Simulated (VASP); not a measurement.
# TiO2 (I4_1/amd) in VASP: a series of runs

The runs below take TiO2 through single point, with PBEsol.

Program: VASP 6.6.1. These are calculated values, not measurements. Logs are shortened: lines on timing, memory, paths and dates and some standing lists are left out, and cuts for length are marked.

## (1) The cell of the first run

Symmetry: I4_1/amd, No. 141, tetragonal system. Conventional cell: a = 3.746 Å, b = 3.746 Å, c = 9.179 Å, α = 90.00°, β = 90.00°, γ = 90.00°. Within 2.5 Å of Ti (site symmetry -4m2) lie 6 O at 1.90 to 1.95 Å. O (site symmetry 2mm) has 3 Ti at 1.90 to 1.95 Å and 2 O at 2.47 Å within 2.5 Å.

## (2) Single point, PBEsol

Contents of INCAR:

```
SYSTEM = TiO2
PREC = Accurate
ENCUT = 600
EDIFF = 1E-6
ISMEAR = 0
SIGMA = 0.01
LREAL = .False.
LASPH = .True.
NELM = 120
ALGO = Normal
ISIF = 2
LWAVE = .False.
LCHARG = .True.
GGA = PS
LELF = .True.
LVHAR = .True.
NBANDS = 33
GGA_COMPAT = .False.
```

Contents of KPOINTS:

```
regular mesh
0
Gamma
  6 6 6
  0 0 0
```

Contents of POSCAR:

```
TiO2
1.0
   -1.8730862710      1.8730862710      4.5894103292
    1.8730862710     -1.8730862710      4.5894103292
    1.8730862710      1.8730862710     -4.5894103292
Ti O
2 4
Direct
    0.0000000000      1.0000000000      0.0000000000
    0.7500000000      0.2500000000      0.5000000000
    0.2127540825      0.2127540825      0.0000000000
    0.7872459175      0.7872459175      0.0000000000
   -0.0372459175      0.4627540825      0.5000000000
    0.5372459175      1.0372459175      0.5000000000
```

Potentials or basis: VASP PAW PBE potentials, release 64 (Ti_sv, O).

Command:

```bash
cat potpaw_PBE.64/Ti_sv/POTCAR potpaw_PBE.64/O/POTCAR > POTCAR
mpirun -np 1 vasp_std > vasp.out
```

OUTCAR:

```text
SYSTEM = TiO2
   PREC = Accurate
   ENCUT = 600
   EDIFF = 1E-6
   ISMEAR = 0
   LREAL = .False.
   LASPH = .True.
   NELM = 120
   ISIF = 2
   GGA = PS

 ion  position               nearest neighbor table
   1  0.000  0.000  0.000-   6 1.90   5 1.90   6 1.90   5 1.90   4 1.95   3 1.95
   2  0.750  0.250  0.500-   4 1.90   3 1.90   4 1.90   3 1.90   5 1.95   6 1.95
   3  0.213  0.213  0.000-   2 1.90   2 1.90   1 1.95
   4  0.787  0.787  0.000-   2 1.90   2 1.90   1 1.95
   5  0.963  0.463  0.500-   1 1.90   1 1.90   2 1.95
   6  0.537  0.037  0.500-   1 1.90   1 1.90   2 1.95

  LATTYP: Found a body centered tetragonal cell.
 ALAT       =     3.7461725420
 C/A-ratio  =     2.4501863050

  Lattice vectors:

 A1 = (  -1.8730862710,   1.8730862710,   4.5894103292)
 A2 = (   1.8730862710,  -1.8730862710,   4.5894103292)
 A3 = (   1.8730862710,   1.8730862710,  -4.5894103292)

Analysis of symmetry for initial positions (statically):
=====================================================================
 Subroutine PRICEL returns:
 Original cell was already a primitive cell.

 Routine SETGRP: Setting up the symmetry group for a
 body centered tetragonal supercell.

 Subroutine GETGRP returns: Found 16 space group operations
 (whereof  8 operations were pure point group operations)
 out of a pool of 16 trial point group operations.

The static configuration has the point symmetry D_2d.
 The point group associated with its full space group is D_4h.

Analysis of symmetry for dynamics (positions and initial velocities):
=====================================================================
 Subroutine PRICEL returns:
 Original cell was already a primitive cell.

 Routine SETGRP: Setting up the symmetry group for a
 body centered tetragonal supercell.

 Subroutine GETGRP returns: Found 16 space group operations
 (whereof  8 operations were pure point group operations)
 out of a pool of 16 trial point group operations.

The dynamic configuration has the point symmetry D_2d.
 The point group associated with its full space group is D_4h.

 Subroutine INISYM returns: Found 16 space group operations
 (whereof  8 operations are pure point group operations),
 and found     1 'primitive' translations

----------------------------------------------------------------------------------------

                                     Primitive cell

  volume of cell :      64.4069

  direct lattice vectors                    reciprocal lattice vectors
    -1.873086271  1.873086271  4.589410329     0.000000000  0.266939120  0.108946458
     1.873086271 -1.873086271  4.589410329     0.266939120  0.000000000  0.108946458
     1.873086271  1.873086271 -4.589410329     0.266939120  0.266939120  0.000000000

  length of vectors
     5.299017978  5.299017978  5.299017978     0.288315494  0.288315494  0.377508923

  position of ions in fractional coordinates (direct lattice)
     0.000000000  0.000000000  0.000000000
     0.750000000  0.250000000  0.500000000
     0.212754082  0.212754082  0.000000000
     0.787245918  0.787245918  0.000000000
     0.962754082  0.462754082  0.500000000
     0.537245918  0.037245918  0.500000000

  ion indices of the primitive-cell ions
   primitive index   ion index
                 1           1
                 2           2
                 3           3
                 4           4
                 5           5
                 6           6

----------------------------------------------------------------------------------------

 KPOINTS: regular mesh

Automatic generation of k-mesh.
 Grid dimensions read from file:
 generate k-points for:    6    6    6

 Generating k-lattice:

  Cartesian coordinates                     Fractional coordinates (reciprocal lattice)
     0.000000000  0.044489853  0.018157743     0.166666667  0.000000000 -0.000000000
     0.044489853  0.000000000  0.018157743     0.000000000  0.166666667 -0.000000000
     0.044489853  0.044489853  0.000000000     0.000000000  0.000000000  0.166666667

  Length of vectors
     0.048052582  0.048052582  0.062918154

  Shift w.r.t. Gamma in fractional coordinates (k-lattice)
     0.000000000  0.000000000  0.000000000

 Subroutine IBZKPT returns following result:
 ===========================================

 Found     30 irreducible k-points:

 Following reciprocal coordinates:
            Coordinates               Weight
  0.000000  0.000000  0.000000      1.000000
  0.166667  0.000000 -0.000000      8.000000
  0.333333 -0.000000  0.000000      8.000000
  0.500000  0.000000 -0.000000      4.000000
  0.166667  0.166667 -0.000000      8.000000
  0.333333  0.166667 -0.000000     16.000000
[... 16 lines left out ...]
 -0.333333 -0.333333  0.166667      8.000000
 -0.166667 -0.333333  0.166667      8.000000
 [... further k-points ...]
   k-points           NKPTS =     30   k-points in BZ     NKDIM =     30   number of bands    NBANDS=     33
   number of dos      NEDOS =    301   number of ions     NIONS =      6
   total plane-waves  NPLWV =  74088
   dimension x,y,z NGX =    42 NGY =   42 NGZ =   42
   dimension x,y,z NGXF=    84 NGYF=   84 NGZF=   84
   ions per type =               2   4
   NGX,Y,Z   is equivalent  to a cutoff of  13.18, 13.18, 13.18 a.u.
   NGXF,Y,Z  is equivalent  to a cutoff of  26.35, 26.35, 26.35 a.u.
 SYSTEM =  TiO2
   PREC   = accura    normal or accurate (medium, high low for compatibility)
   ISTART =      0    job   : 0-new  1-cont  2-samecut
   ICHARG =      2    charge: 1-file 2-atom 10-const
   ISPIN  =      1    spin polarized calculation?
   LNONCOLLINEAR =      F non collinear calculations
   LSORBIT =      F    spin-orbit coupling
   LASPH  =      T    aspherical Exc in radial PAW
   ENCUT  =  600.0 eV  44.10 Ry    6.64 a.u.  10.58 10.58 10.58*2*pi/ulx,y,z
   NELM   =    120;   NELMIN=  2; NELMDL= -5     # of ELM steps
   EDIFF  = 0.1E-05   stopping-criterion for ELM
   LREAL  =      F    real-space projection
   EDIFFG = 0.1E-04   stopping-criterion for IOM
   NSW    =      0    number of steps for IOM
   IBRION =     -1    ionic relax: 0-MD 1-quasi-New 2-CG
   NFREE  =      0    steps in history (QN), initial steepest desc. (CG)
   ISIF   =      2    stress and relaxation
   ISYM   =      2    0-nonsym 1-usesym 2-fastsym
   POTIM  = 0.5000    time-step for ionic-motion
   TEBEG  =    0.0;   TEEND  =   0.0 temperature during run
   PSTRESS=    0.0 pullay stress
   NELECT =      48.0000    total number of electrons
   NUPDOWN=      -1.0000    fix difference up-down
   EMIN   =  10.00;   EMAX   =-10.00  energy-range for DOS
   EFERMI =   0.00;   METHOD = LEGACY
   ISMEAR =     0;   SIGMA  =   0.01  broadening in eV -4-tet -1-fermi 0-gaus
   EFERMI_NEDOS =   21; number of points for ismear=-14 and -15
   IALGO  =     38    algorithm
   IMIX   =      4    mixing-type and parameters
     AMIX     =   0.40;   BMIX     =  1.00
     AMIX_MAG =   1.60;   BMIX_MAG =  1.00
  volume/ion in A,a.u.               =      10.73        72.44
  Fermi-wavevector in a.u.,A,eV,Ry     =   1.484264  2.804852 29.974166  2.203039
  Thomas-Fermi vector in A             =   2.597822
   LORBIT       =      0    0 simple, 1 ext, 2 COOP (PROOUT), +10 PAW based schemes
   GGA     = PS    functional components
   LHFCALC =     F    Hartree Fock is set to
   AEXX    =    0.0000 exact exchange contribution
   IVDW    =     0    specifies the selected vdW correction
   LEPSILON=     F    determine dielectric tensor
   LRPA    =     F    only Hartree local field effects (RPA)
 non-spin polarized calculation
 Gauss-broadening in eV      SIGMA  =   0.01
  energy-cutoff  :      600.00
  volume of cell :       64.41
 maximum number of plane-waves:      2170
   NGX = 21   NGY = 21   NGZ = 21

 number of electron      48.0000003 magnetization

 Free energy of the ion-electron system (eV)
  ---------------------------------------------------
  ext. energy  EPLUGINS =         0.00000000
  ---------------------------------------------------
  free energy    TOTEN  =       -56.10364730 eV

  energy without entropy =      -56.10364730  energy(sigma->0) =      -56.10364730

 E-fermi :   3.9374     XC(G=0): -11.3354

 val. band max:        3.8534302426   @ k =   0.5000   0.5000  -0.0000
 cond. band min:       5.8639956472   @ k =   0.0000   0.0000   0.0000
 fundamental gap:      2.0105654046
 Fermi energy:         3.9373764861

 k-point     1 :       0.0000    0.0000    0.0000
  band No.  band energies     occupation
      1     -52.1735      2.00000
      2     -52.0874      2.00000
      3     -28.8382      2.00000
      4     -28.5509      2.00000
      5     -28.5509      2.00000
      6     -28.4529      2.00000
[... 25 lines left out ...]
     32       9.4136      0.00000
     33       9.6777      0.00000

 k-point     2 :       0.1667    0.0000   -0.0000
  band No.  band energies     occupation
      1     -52.1685      2.00000
      2     -52.0910      2.00000
      3     -28.8306      2.00000
      4     -28.5933      2.00000
      5     -28.5544      2.00000
      6     -28.4681      2.00000
[... 25 lines left out ...]
     32       9.6896      0.00000
     33      10.1592      0.00000

 k-point     3 :       0.3333   -0.0000    0.0000
  band No.  band energies     occupation
      1     -52.1568      2.00000
      2     -52.1000      2.00000
      3     -28.8171      2.00000
      4     -28.6737      2.00000
      5     -28.5604      2.00000
      6     -28.4876      2.00000
[... 25 lines left out ...]
     32      10.0328      0.00000
     33      10.7606      0.00000

 k-point     4 :       0.5000    0.0000   -0.0000
  band No.  band energies     occupation
      1     -52.1492      2.00000
      2     -52.1063      2.00000
      3     -28.8096      2.00000
      4     -28.7155      2.00000
      5     -28.5630      2.00000
      6     -28.4896      2.00000
[... 673 lines left out ...]
     32      10.0552      0.00000
     33      10.5894      0.00000

 k-point    23 :      -0.3333   -0.3333    0.1667
  band No.  band energies     occupation
      1     -52.1478      2.00000
      2     -52.1106      2.00000
      3     -28.7448      2.00000
      4     -28.6474      2.00000
      5     -28.5845      2.00000
      6     -28.4905      2.00000
[... 25 lines left out ...]
     32      10.2631      0.00000
     33      10.5315      0.00000

 k-point    24 :      -0.1667   -0.3333    0.1667
  band No.  band energies     occupation
      1     -52.1583      2.00000
      2     -52.1014      2.00000
      3     -28.7753      2.00000
      4     -28.6123      2.00000
      5     -28.5677      2.00000
      6     -28.4575      2.00000
[... 25 lines left out ...]
     32       9.7871      0.00000
     33      10.0501      0.00000

 [... further k-points ...]

------------------------ aborting loop because EDIFF is reached ----------------------------------------

  FORCE on cell =-STRESS in cart. coord.  units (eV):
  Direction    XX          YY          ZZ          XY          YZ          ZX
  --------------------------------------------------------------------------------------
  -------------------------------------------------------------------------------------
  Total        4.2243201      4.2243201      4.2609881      0.0000000      0.0000000      0.0000000
  in kB      105.0836039    105.0836039    105.9957523      0.0000000      0.0000000      0.0000000
  external PRESSURE =     105.3876534 kB  Pullay stress =       0.0000000 kB

 VOLUME and BASIS-vectors are now :
 -----------------------------------------------------------------------------
  energy-cutoff  :      600.00
  volume of cell :       64.41
      direct lattice vectors                 reciprocal lattice vectors
    -1.873086271  1.873086271  4.589410329     0.000000000  0.266939120  0.108946458
     1.873086271 -1.873086271  4.589410329     0.266939120  0.000000000  0.108946458
     1.873086271  1.873086271 -4.589410329     0.266939120  0.266939120  0.000000000

 POSITION                                       TOTAL-FORCE (eV/Angst)
 -----------------------------------------------------------------------------------
      0.00000      0.00000      0.00000         0.000000      0.000000     -0.000000
      0.00000      1.87309      2.29471         0.000000      0.000000     -0.000000
      0.00000      0.00000      1.95283        -0.000000      0.000000      0.025883
      0.00000      0.00000      7.22599        -0.000000      0.000000     -0.025883
      0.00000      1.87309      4.24754         0.000000     -0.000000      0.025883
     -0.00000      1.87309      0.34187         0.000000     -0.000000     -0.025883
 -----------------------------------------------------------------------------------
    total drift:                                0.000000     -0.000000      0.000000

  FREE ENERGIE OF THE ION-ELECTRON SYSTEM (eV)
  ---------------------------------------------------
  free  energy   TOTEN  =       -56.1036473027 eV

  energy  without entropy=      -56.1036473027  energy(sigma->0) =      -56.10364730
```

It took 2.2 min on 1 thread of Intel Xeon Platinum 8259CL at 2.50GHz (Skylake/Cascade Lake), shared host; peak memory 0.27 GiB.

Results:

```
Free energy            : -56.1036 eV
Pressure               : 10.5 GPa
Largest force          : 0.026 eV/Å
Band gap on the k mesh : 2.01 eV (least direct gap 2.47 eV)
```

Forces on the atoms (eV/Å):
```
Ti   0.000  0.000  0.000
Ti   0.000  0.000  0.000
O    0.000  0.000  0.026
O    0.000  0.000 -0.026
O    0.000  0.000  0.026
O    0.000  0.000 -0.026
```

Stress tensor (GPa, compression positive):
```
10.51  0.00  0.00
 0.00 10.51  0.00
 0.00  0.00 10.60
```

Caveat: the cell stands under pressure; the PAW data sets were made with another functional, which shifts forces and pressure a little.

## (3) Single point, PBEsol

This run uses another cell than the first one, of 11.01 Å³/atom.

Contents of INCAR:

```
PREC = Accurate
ENCUT = 600
EDIFF = 1E-6
ISMEAR = 0
SIGMA = 0.01
LREAL = False
LASPH = True
NELM = 120
ALGO = Normal
ISIF = 2
LWAVE = False
LCHARG = True
GGA = PS
LELF = True
LVHAR = True
NBANDS = 33
GGA_COMPAT = False
```

Contents of KPOINTS:

```
regular mesh
0
Gamma
  6 6 6
```

Contents of POSCAR:

```
TiO2
1.0
   -1.8779483083      1.8779483083      4.6845078239
    1.8779483083     -1.8779483083      4.6845078239
    1.8779483083      1.8779483083     -4.6845078239
Ti O
2 4
Direct
    0.0000000000      1.0000000000      0.0000000000
    0.7500000000      0.2500000000      0.5000000000
    0.2099762803      0.2099762803      0.0000000000
    0.7900237197      0.7900237197      0.0000000000
   -0.0400237197      0.4599762803      0.5000000000
    0.5400237197      1.0400237197      0.5000000000
```

Potentials or basis: VASP PAW PBE potentials, release 64 (Ti_sv, O).

Command:

```bash
cat potpaw_PBE.64/Ti_sv/POTCAR potpaw_PBE.64/O/POTCAR > POTCAR
mpirun -np 1 vasp_std > vasp.out
```

Run time: 2.7 min. Hardware: 1 thread of Intel Xeon Platinum 8259CL at 2.50GHz (Skylake/Cascade Lake), shared host; peak memory 0.34 GiB.

Results (log left out):

* Free energy: -56.1898 eV
* Pressure: 5.5 GPa
* Largest force: 0.021 eV/Å
* Band gap on the k mesh: 2.08 eV (least direct gap 2.46 eV)

Forces in eV/Å, atoms in the order of the input:
```
Ti   0.000  0.000  0.000
Ti   0.000  0.000  0.000
O    0.000  0.000  0.021
O    0.000  0.000 -0.021
O    0.000  0.000  0.021
O    0.000  0.000 -0.021
```

Levels at points of the mesh, in eV from the valence-band top:
```csv
k point,band 21,band 22,band 23,band 24,band 25,band 26,band 27,band 28
"(0.00, 0.00, 0.00)",-0.73,-0.73,-0.52,-0.52,2.08,2.91,4.02,4.02
"(0.50, 0.00, 0.00)",-2.04,-1.03,-0.83,-0.64,3.30,3.59,3.68,3.82
"(0.50, 0.50, 0.00)",-2.19,-2.19,0.00,0.00,3.48,3.48,3.97,3.97
"(0.50, 0.50, 0.50)",-1.30,-1.30,-0.13,-0.13,2.48,2.48,3.87,3.87
```

Caveat: the cell stands under pressure; the PAW data sets were made with another functional, which shifts forces and pressure a little. A k mesh can miss the band edges.
